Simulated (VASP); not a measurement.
# TaSi2 (P6_222) in VASP: further runs, part 2 of 3

VASP 6.6.1.

## (3) Relaxation of cell and atoms, PBEsol+D3(BJ)

Contents of INCAR:

```
ALGO = Normal
EDIFF = 1E-7
EDIFFG = -0.01
ENCUT = 600
GGA = PS
IBRION = 2
ISIF = 3
ISMEAR = -1
IVDW = 12
LASPH = T
LCHARG = F
LREAL = F
LWAVE = F
NELM = 100
NSW = 60
PREC = Accurate
SIGMA = 0.05
```

Contents of KPOINTS:

```
k-points
0
Gamma
  7 7 4
```

Contents of POSCAR:

```
TaSi2
1.0
    4.7800000000      0.0000000000      0.0000000000
   -2.3900000000      4.1396014301      0.0000000000
    0.0000000000      0.0000000000      6.5640000000
Ta Si
3 6
Direct
    0.0000000000      0.5000000000      0.1666666667
    0.5000000000      0.5000000000      0.8333333333
    0.5000000000      0.0000000000      0.5000000000
    0.3333000000      0.1666500000      0.1666666667
    0.1666500000      0.8333500000      0.8333333333
    0.8333500000      0.6667000000      0.5000000000
    0.6667000000      0.8333500000      0.1666666667
    0.8333500000      0.1666500000      0.8333333333
    0.1666500000      0.3333000000      0.5000000000
```

Potentials or basis: VASP PAW PBE potentials, release 64 (Ta_pv, Si).

Run with:

```sh
$ cat potpaw_PBE.64/Ta_pv/POTCAR potpaw_PBE.64/Si/POTCAR > POTCAR
$ mpirun -np 1 vasp_std > vasp.out
```

OUTCAR:

```text
EDIFF = 1E-7
   EDIFFG = -0.01
   ENCUT = 600
   GGA = PS
   IBRION = 2
   ISIF = 3
   ISMEAR = -1
   IVDW = 12
   LASPH = T
   LREAL = F
   NELM = 100
   NSW = 60
   PREC = Accurate
 IVDW          = 12

 ion  position               nearest neighbor table
   1  0.000  0.500  0.167-   6 2.59   9 2.59   8 2.59   5 2.59   4 2.76   7 2.76   4 2.76   7 2.76
                             7 2.76   4 2.76   3 3.24   3 3.24   2 3.24   2 3.24
   2  0.500  0.500  0.833-   6 2.59   9 2.59   7 2.59   4 2.59   5 2.76   8 2.76   5 2.76   8 2.76
                             8 2.76   5 2.76   3 3.24   3 3.24   1 3.24   1 3.24
   3  0.500  0.000  0.500-   4 2.59   7 2.59   5 2.59   8 2.59   9 2.76   6 2.76   9 2.76   6 2.76
                             9 2.76   6 2.76   2 3.24   1 3.24   2 3.24   1 3.24
   4  0.333  0.167  0.167-   9 2.59   5 2.59   3 2.59   2 2.59   7 2.76   1 2.76   1 2.76   1 2.76
                             7 2.76   7 2.76
   5  0.167  0.833  0.833-   6 2.59   4 2.59   3 2.59   1 2.59   8 2.76   2 2.76   2 2.76   2 2.76
                             8 2.76   8 2.76
   6  0.833  0.667  0.500-   5 2.59   7 2.59   1 2.59   2 2.59   9 2.76   3 2.76   3 2.76   3 2.76
                             9 2.76   9 2.76
   7  0.667  0.833  0.167-   6 2.59   8 2.59   3 2.59   2 2.59   4 2.76   1 2.76   1 2.76   1 2.76
                             4 2.76   4 2.76
   8  0.833  0.167  0.833-   9 2.59   7 2.59   3 2.59   1 2.59   5 2.76   2 2.76   2 2.76   2 2.76
                             5 2.76   5 2.76
   9  0.167  0.333  0.500-   8 2.59   4 2.59   1 2.59   2 2.59   6 2.76   3 2.76   3 2.76   3 2.76
                             6 2.76   6 2.76

  LATTYP: Found a hexagonal cell.
 ALAT       =     4.7800000000
 C/A-ratio  =     1.3732217573

  Lattice vectors:

 A1 = (   4.7800000000,   0.0000000000,   0.0000000000)
 A2 = (  -2.3900000000,   4.1396014301,   0.0000000000)
 A3 = (   0.0000000000,   0.0000000000,   6.5640000000)

Analysis of symmetry for initial positions (statically):
=====================================================================
 Subroutine PRICEL returns:
 Original cell was already a primitive cell.

 Routine SETGRP: Setting up the symmetry group for a
 hexagonal supercell.

 Subroutine GETGRP returns: Found 12 space group operations
 (whereof  4 operations were pure point group operations)
 out of a pool of 24 trial point group operations.

The static configuration has the point symmetry D_2 .
 The point group associated with its full space group is D_6 .

Analysis of symmetry for dynamics (positions and initial velocities):
=====================================================================
 Subroutine PRICEL returns:
 Original cell was already a primitive cell.

 Routine SETGRP: Setting up the symmetry group for a
 hexagonal supercell.

 Subroutine GETGRP returns: Found 12 space group operations
 (whereof  4 operations were pure point group operations)
 out of a pool of 24 trial point group operations.

The dynamic configuration has the point symmetry D_2 .
 The point group associated with its full space group is D_6 .

 Subroutine INISYM returns: Found 12 space group operations
 (whereof  4 operations are pure point group operations),
 and found     1 'primitive' translations

----------------------------------------------------------------------------------------

                                     Primitive cell

  volume of cell :     129.8838

  direct lattice vectors                    reciprocal lattice vectors
     4.780000000  0.000000000  0.000000000     0.209205021  0.120784575  0.000000000
    -2.390000000  4.139601430  0.000000000     0.000000000  0.241569150  0.000000000
     0.000000000  0.000000000  6.564000000     0.000000000  0.000000000  0.152346130

  length of vectors
     4.780000000  4.780000000  6.564000000     0.241569150  0.241569150  0.152346130

[... 48 lines left out ...]

 Following reciprocal coordinates:
            Coordinates               Weight
  0.000000  0.000000  0.000000      1.000000
  0.142857 -0.000000  0.000000      6.000000
  0.285714  0.000000  0.000000      6.000000
  0.428571 -0.000000  0.000000      6.000000
  0.142857  0.142857  0.000000      6.000000
  0.285714  0.142857  0.000000     12.000000
[... 16 lines left out ...]
  0.428571  0.142857  0.500000      6.000000
  0.285714  0.285714  0.500000      6.000000
   k-points           NKPTS =     24   k-points in BZ     NKDIM =     24   number of bands    NBANDS=     34
   number of dos      NEDOS =    301   number of ions     NIONS =      9
   total plane-waves  NPLWV =  86400
   dimension x,y,z NGX =    40 NGY =   40 NGZ =   54
   dimension x,y,z NGXF=    80 NGYF=   80 NGZF=  108
   ions per type =               3   6
   NGX,Y,Z   is equivalent  to a cutoff of  13.91, 13.91, 13.68 a.u.
   NGXF,Y,Z  is equivalent  to a cutoff of  27.82, 27.82, 27.35 a.u.
 SYSTEM =  unknown system
   PREC   = accura    normal or accurate (medium, high low for compatibility)
   ISTART =      0    job   : 0-new  1-cont  2-samecut
   ICHARG =      2    charge: 1-file 2-atom 10-const
   ISPIN  =      1    spin polarized calculation?
   LNONCOLLINEAR =      F non collinear calculations
   LSORBIT =      F    spin-orbit coupling
   LASPH  =      T    aspherical Exc in radial PAW
   ENCUT  =  600.0 eV  44.10 Ry    6.64 a.u.   9.55  9.55 13.11*2*pi/ulx,y,z
   NELM   =    100;   NELMIN=  2; NELMDL= -5     # of ELM steps
   EDIFF  = 0.1E-06   stopping-criterion for ELM
   LREAL  =      F    real-space projection
   EDIFFG = -.1E-01   stopping-criterion for IOM
   NSW    =     60    number of steps for IOM
   IBRION =      2    ionic relax: 0-MD 1-quasi-New 2-CG
   NFREE  =      1    steps in history (QN), initial steepest desc. (CG)
   ISIF   =      3    stress and relaxation
   ISYM   =      2    0-nonsym 1-usesym 2-fastsym
   POTIM  = 0.5000    time-step for ionic-motion
   TEBEG  =    0.0;   TEEND  =   0.0 temperature during run
   PSTRESS=    0.0 pullay stress
   NELECT =      57.0000    total number of electrons
   NUPDOWN=      -1.0000    fix difference up-down
   EMIN   =  10.00;   EMAX   =-10.00  energy-range for DOS
   EFERMI =   0.00;   METHOD = LEGACY
   ISMEAR =    -1;   SIGMA  =   0.05  broadening in eV -4-tet -1-fermi 0-gaus
   EFERMI_NEDOS =   21; number of points for ismear=-14 and -15
   IALGO  =     38    algorithm
   IMIX   =      4    mixing-type and parameters
     AMIX     =   0.40;   BMIX     =  1.00
     AMIX_MAG =   1.60;   BMIX_MAG =  1.00
  volume/ion in A,a.u.               =      14.43        97.39
  Fermi-wavevector in a.u.,A,eV,Ry     =   1.244079  2.350969 21.058195  1.547734
  Thomas-Fermi vector in A             =   2.378362
   LORBIT       =      0    0 simple, 1 ext, 2 COOP (PROOUT), +10 PAW based schemes
   GGA     = PS    functional components
   LHFCALC =     F    Hartree Fock is set to
   AEXX    =    0.0000 exact exchange contribution
   IVDW    =    12    specifies the selected vdW correction
   LEPSILON=     F    determine dielectric tensor
   LRPA    =     F    only Hartree local field effects (RPA)
 conjugate gradient relaxation of ions
 non-spin polarized calculation
  energy-cutoff  :      600.00
  volume of cell :      129.88
 maximum number of plane-waves:      4370
 NGX is ok and might be reduce to    40
   NGX = 19   NGY = 19   NGZ = 27

--------------------------------------- Ionic step        1  -------------------------------------------

 number of electron      56.9999997 magnetization

 Free energy of the ion-electron system (eV)
  ---------------------------------------------------
  ext. energy  EPLUGINS =         0.00000000
  ---------------------------------------------------
  free energy    TOTEN  =       -77.22824032 eV

  energy without entropy =      -77.19434749  energy(sigma->0) =      -77.21129391

------------------------ aborting loop because EDIFF is reached ----------------------------------------

 Edisp (eV)   -4.78599

 E8    (eV) :    -3.2733
[... 38 lines left out ...]
--------------------------------------- Ionic step        2  -------------------------------------------

 number of electron      56.9999998 magnetization

 E-fermi :  10.3646     XC(G=0): -12.5886

 val. band max:       10.3319558362   @ k =   0.2857   0.2857   0.2500
 cond. band min:      10.3853001704   @ k =   0.2857   0.2857   0.5000
 fundamental gap:      0.0533443342
 Fermi energy:        10.3646065115

 k-point     1 :       0.0000    0.0000    0.0000
  band No.  band energies     occupation
      1     -23.7465      2.00000
      2     -23.7465      2.00000
      3     -23.7276      2.00000
      4     -23.6296      2.00000
      5     -23.6296      2.00000
      6     -23.5110      2.00000
[... 1205 lines left out ...]
--------------------------------------- Ionic step        9  -------------------------------------------

 number of electron      57.0000004 magnetization

 Free energy of the ion-electron system (eV)
  ---------------------------------------------------
  ext. energy  EPLUGINS =         0.00000000
  ---------------------------------------------------
  free energy    TOTEN  =       -77.29593505 eV

  energy without entropy =      -77.27075470  energy(sigma->0) =      -77.28334488

 E-fermi :   9.7297     XC(G=0): -12.3415

 val. band max:        9.6970930696   @ k =   0.4286   0.1429   0.0000
 cond. band min:       9.7477635485   @ k =   0.2857   0.2857   0.5000
 fundamental gap:      0.0506704789
 Fermi energy:         9.7296596177

 k-point     1 :       0.0000    0.0000    0.0000
  band No.  band energies     occupation
      1     -24.4837      2.00000
      2     -24.4837      2.00000
      3     -24.4739      2.00000
      4     -24.4001      2.00000
      5     -24.4001      2.00000
      6     -24.2918      2.00000
[... 917 lines left out ...]
  FREE ENERGIE OF THE ION-ELECTRON SYSTEM (eV)
  ---------------------------------------------------
  free  energy   TOTEN  =       -82.2749621265 eV

  energy  without entropy=      -82.2497817785  energy(sigma->0) =      -82.26237195

 reached required accuracy - stopping structural energy minimisation
```

It took 12 min on 1 thread of Intel Xeon Platinum 8375C at 2.90GHz (Ice Lake), shared host; peak memory 0.37 GiB.

What came out:

| Item | Value |
| --- | --- |
| Free energy | -82.2750 eV |
| Relaxed volume | 13.88 Å³/atom |
| Relaxed cell | a = 4.705 Å, b = 4.705 Å, c = 6.515 Å, α = 90.00°, β = 90.00°, γ = 120.00° |
| Space group after relaxing (to 0.05 Å) | P6_222 (No. 180) |
| Energy gained by relaxing | 29.0 meV/atom |
| Ionic steps | 9 |
| Pressure after relaxing | 0.0 GPa |
| Largest force after relaxing | 0.004 eV/Å |
| Dispersion energy per atom | -0.553 eV |

Forces on the atoms (eV/Å):
```
Ta   0.000  0.000  0.000
Ta   0.000  0.000  0.000
Ta   0.000  0.000  0.000
Si  -0.004 -0.002  0.000
Si  -0.004  0.002  0.000
Si   0.000  0.004  0.000
Si   0.004  0.002  0.000
Si   0.004 -0.002  0.000
Si   0.000 -0.004  0.000
```

The path:
| step | energy change (eV) | largest force (eV/Å) | pressure (GPa) | volume (Å³) |
| --- | --- | --- | --- | --- |
| 1 | 0.0000 | 0.7482 | -6.96 | 129.88 |
| 2 | 0.0032 | 0.3604 | 12.60 | 118.45 |
| 3 | -0.1817 | 0.6032 | 1.90 | 123.98 |
| 4 | -0.2514 | 0.0832 | 0.38 | 124.59 |
| 5 | -0.2514 | 0.0817 | 0.38 | 124.59 |
| 6 | -0.2600 | 0.0111 | -0.42 | 125.20 |
| 7 | -0.2606 | 0.0070 | -0.27 | 125.08 |
| 8 | -0.2605 | 0.0011 | 0.35 | 124.72 |
| 9 | -0.2607 | 0.0043 | 0.01 | 124.92 |

Final structure:
```
Ta Si
1.0
     4.70546    0.00000    0.00000
    -2.35273    4.07504    0.00000
     0.00000    0.00000    6.51455
Ta Si
3 6
Direct
  0.00000 0.50000 0.16667
  0.50000 0.50000 0.83333
  0.50000 0.00000 0.50000
  0.31935 0.15968 0.16667
  0.15968 0.84032 0.83333
  0.84032 0.68065 0.50000
  0.68065 0.84032 0.16667
  0.84032 0.15968 0.83333
  0.15968 0.31935 0.50000
```

Levels at points of the mesh, in eV from the Fermi level:
| k point | band 26 | band 27 | band 28 | band 29 | band 30 | band 31 | band 32 | band 33 |
| --- | --- | --- | --- | --- | --- | --- | --- | --- |
| (0.00, 0.00, 0.00) | -2.37 | -2.27 | -2.27 | -1.47 | 0.68 | 3.12 | 3.12 | 3.72 |
| (0.00, 0.00, 0.50) | -1.91 | -1.75 | -1.75 | 1.10 | 1.10 | 2.86 | 2.86 | 3.59 |

Caveat: the PAW data sets were made with another functional, which shifts forces and pressure a little; spin-orbit coupling is left out, which moves the levels of the heavy elements; pairwise dispersion overbinds metals, which lowers pressure and volume.

## (4) Single point, PBE

Contents of INCAR:

```
ALGO = Normal
EDIFF = 1E-6
ENCUT = 520
GGA = PE
ISIF = 2
ISMEAR = 0
LASPH = T
LCHARG = T
LELF = T
LREAL = F
LVHAR = T
LWAVE = F
NBANDS = 38
NELM = 60
PREC = Accurate
SIGMA = 0.013000000000000001
```

KPOINTS is that of step 3.

POSCAR is that of step 3.

Potentials or basis: VASP PAW PBE potentials, release 64 (Ta_pv, Si).

Run with:

```sh
$ cat potpaw_PBE.64/Ta_pv/POTCAR potpaw_PBE.64/Si/POTCAR > POTCAR
$ mpirun -np 1 vasp_std > vasp.out
```

OUTCAR:

```text
EDIFF = 1E-6
   ENCUT = 520
   GGA = PE
   ISIF = 2
   ISMEAR = 0
   LASPH = T
   LREAL = F
   NELM = 60
   PREC = Accurate

 ion  position               nearest neighbor table
   1  0.000  0.500  0.167-   6 2.59   9 2.59   8 2.59   5 2.59   4 2.76   7 2.76   4 2.76   7 2.76
                             7 2.76   4 2.76   3 3.24   3 3.24   2 3.24   2 3.24
   2  0.500  0.500  0.833-   6 2.59   9 2.59   7 2.59   4 2.59   5 2.76   8 2.76   5 2.76   8 2.76
                             8 2.76   5 2.76   3 3.24   3 3.24   1 3.24   1 3.24
   3  0.500  0.000  0.500-   4 2.59   7 2.59   5 2.59   8 2.59   9 2.76   6 2.76   9 2.76   6 2.76
                             9 2.76   6 2.76   2 3.24   1 3.24   2 3.24   1 3.24
   4  0.333  0.167  0.167-   9 2.59   5 2.59   3 2.59   2 2.59   7 2.76   1 2.76   1 2.76   1 2.76
                             7 2.76   7 2.76
   5  0.167  0.833  0.833-   6 2.59   4 2.59   3 2.59   1 2.59   8 2.76   2 2.76   2 2.76   2 2.76
                             8 2.76   8 2.76
   6  0.833  0.667  0.500-   5 2.59   7 2.59   1 2.59   2 2.59   9 2.76   3 2.76   3 2.76   3 2.76
                             9 2.76   9 2.76
   7  0.667  0.833  0.167-   6 2.59   8 2.59   3 2.59   2 2.59   4 2.76   1 2.76   1 2.76   1 2.76
                             4 2.76   4 2.76
[... 1194 lines left out ...]
     38      13.1475      0.00000

------------------------ aborting loop because EDIFF is reached ----------------------------------------

  FORCE on cell =-STRESS in cart. coord.  units (eV):
  Direction    XX          YY          ZZ          XY          YZ          ZX
  --------------------------------------------------------------------------------------
  -------------------------------------------------------------------------------------
  Total        2.1855578      2.1855578      4.3398126      0.0000000      0.0000000      0.0000000
  in kB       26.9598756     26.9598756     53.5336137      0.0000000      0.0000000      0.0000000
  external PRESSURE =      35.8177883 kB  Pullay stress =       0.0000000 kB

 VOLUME and BASIS-vectors are now :
 -----------------------------------------------------------------------------
  energy-cutoff  :      520.00
  volume of cell :      129.88
      direct lattice vectors                 reciprocal lattice vectors
     4.780000000  0.000000000  0.000000000     0.209205021  0.120784575  0.000000000
    -2.390000000  4.139601430  0.000000000     0.000000000  0.241569150  0.000000000
     0.000000000  0.000000000  6.564000000     0.000000000  0.000000000  0.152346130

 POSITION                                       TOTAL-FORCE (eV/Angst)
 -----------------------------------------------------------------------------------
     -1.19500      2.06980      1.09400        -0.000000     -0.000000      0.000000
      1.19500      2.06980      5.47000        -0.000000     -0.000000     -0.000000
      2.39000      0.00000      3.28200        -0.000000     -0.000000     -0.000000
      1.19488      0.68986      1.09400        -0.708299     -0.408937     -0.000000
     -1.19512      3.44974      5.47000        -0.708299      0.408937     -0.000000
      2.39000      2.75987      3.28200        -0.000000      0.817873     -0.000000
      1.19512      3.44974      1.09400         0.708299      0.408937     -0.000000
      3.58512      0.68986      5.47000         0.708299     -0.408937     -0.000000
     -0.00000      1.37973      3.28200         0.000000     -0.817873     -0.000000
 -----------------------------------------------------------------------------------
    total drift:                                0.000000      0.000000      0.000000

  FREE ENERGIE OF THE ION-ELECTRON SYSTEM (eV)
  ---------------------------------------------------
  free  energy   TOTEN  =       -72.0859167596 eV

  energy  without entropy=      -72.0848719789  energy(sigma->0) =      -72.08539437
```

OSZICAR:

```text
N       E                     dE             d eps       ncg     rms          rms(c)
DAV:   1     0.386092493095E+03    0.38609E+03   -0.28179E+04  1824   0.141E+03
DAV:   2    -0.548083984191E+02   -0.44090E+03   -0.42959E+03  2092   0.362E+02
DAV:   3    -0.739857151211E+02   -0.19177E+02   -0.18805E+02  2324   0.661E+01
DAV:   4    -0.743320478877E+02   -0.34633E+00   -0.34443E+00  2344   0.883E+00
DAV:   5    -0.743366423131E+02   -0.45944E-02   -0.45906E-02  2282   0.109E+00    0.321E+01
DAV:   6    -0.723337075528E+02    0.20029E+01   -0.77125E+00  2298   0.128E+01    0.147E+01
DAV:   7    -0.721100897282E+02    0.22362E+00   -0.51106E-01  2296   0.358E+00    0.451E+00
DAV:   8    -0.720865977785E+02    0.23492E-01   -0.47809E-02  2406   0.106E+00    0.490E-01
DAV:   9    -0.720859646645E+02    0.63311E-03   -0.30509E-03  2360   0.288E-01    0.253E-01
DAV:  10    -0.720859291784E+02    0.35486E-04   -0.46721E-04  2268   0.127E-01    0.586E-02
DAV:  11    -0.720859200526E+02    0.91258E-05   -0.31892E-05  2336   0.282E-02    0.142E-02
DAV:  12    -0.720859177164E+02    0.23362E-05   -0.40617E-06  2026   0.105E-02    0.334E-03
DAV:  13    -0.720859167596E+02    0.95681E-06   -0.29094E-07  1368   0.288E-03
   1 F= -.72085917E+02 E0= -.72085394E+02  d E =-.104478E-02
```

stdout:

```text
POSCAR found type information on POSCAR TaSi
 POSCAR found :  2 types and       9 ions
 scaLAPACK will be used
 LDA part: xc-table for (Slater+PW92), standard interpolation
 POSCAR, INCAR and KPOINTS ok, starting setup
 FFT: planning ... GRIDC
 FFT: planning ... GRID_SOFT
 FFT: planning ... GRID
 WAVECAR not read
 entering main loop
```

Wall time 69 s (1 thread of AMD EPYC 9R45 (Zen 5), shared host); peak memory 0.25 GiB.

Results:

| Property | Result |
| --- | --- |
| Free energy | -72.0859 eV |
| Pressure | 3.6 GPa |
| Largest force | 0.818 eV/Å |

Forces in eV/Å, atoms in the order of the input:
```
Ta   0.000  0.000  0.000
Ta   0.000  0.000  0.000
Ta   0.000  0.000  0.000
Si  -0.708 -0.409  0.000
Si  -0.708  0.409  0.000
Si   0.000  0.818  0.000
Si   0.708  0.409  0.000
Si   0.708 -0.409  0.000
Si   0.000 -0.818  0.000
```

Stress tensor (GPa, compression positive):
```
2.70 0.00 0.00
0.00 2.70 0.00
0.00 0.00 5.35
```

Levels at points of the mesh, in eV from the Fermi level:
```
           k point  band 26  band 27  band 28  band 29  band 30  band 31  band 32  band 33
(0.00, 0.00, 0.00)    -2.30    -2.30    -2.28    -1.83     0.53     3.10     3.10     3.41
(0.00, 0.00, 0.50)    -2.06    -2.06    -1.71     1.02     1.02     2.78     2.78     3.15
```

Caveat: spin-orbit coupling is left out, which moves the levels of the heavy elements.

(Continued in part 3 of 3.)
